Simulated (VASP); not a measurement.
Here is a VASP 6.6.1 calculation.

Contents of INCAR:

```
SYSTEM = LiF
  PREC = Accurate
  ENCUT = 520
  EDIFF = 1E-6
  ISMEAR = 0
  SIGMA = 0.02
  LREAL = .False.
  LASPH = .True.
  NELM = 100
  ALGO = Normal
  ISIF = 2
  LWAVE = .False.
  LCHARG = .False.
  GGA = PE
  NBANDS = 24
```

KPOINTS

```
regular mesh
0
Gamma
  6 6 8
  0 0 0
```

Contents of POSCAR:

```
LiF
1.0
    4.8953675173      0.0000000000      0.0000000000
   -2.4476837587      4.2395126308      0.0000000000
    0.0000000000      0.0000000000      2.9266947327
Li F
3 3
Direct
    0.6218054410      0.6218054410      0.0000000000
    0.3781945590      0.0000000000      0.3333333333
    0.0000000000      0.3781945590      0.6666666667
    0.0000000000      0.6336921829      0.1666666667
    0.3663078171      0.3663078171      0.5000000000
    0.6336921829      0.0000000000      0.8333333333
```

Potentials or basis: VASP PAW PBE potentials, release 64 (Li_sv, F).

Command:

```bash
$ cat potpaw_PBE.64/Li_sv/POTCAR potpaw_PBE.64/F/POTCAR > POTCAR
$ mpirun -np 1 vasp_std > vasp.out
```

**Question.** What does it give for the band gap on the k mesh?

**Answer.** 7.56 eV.

 A k mesh can miss the band edges.
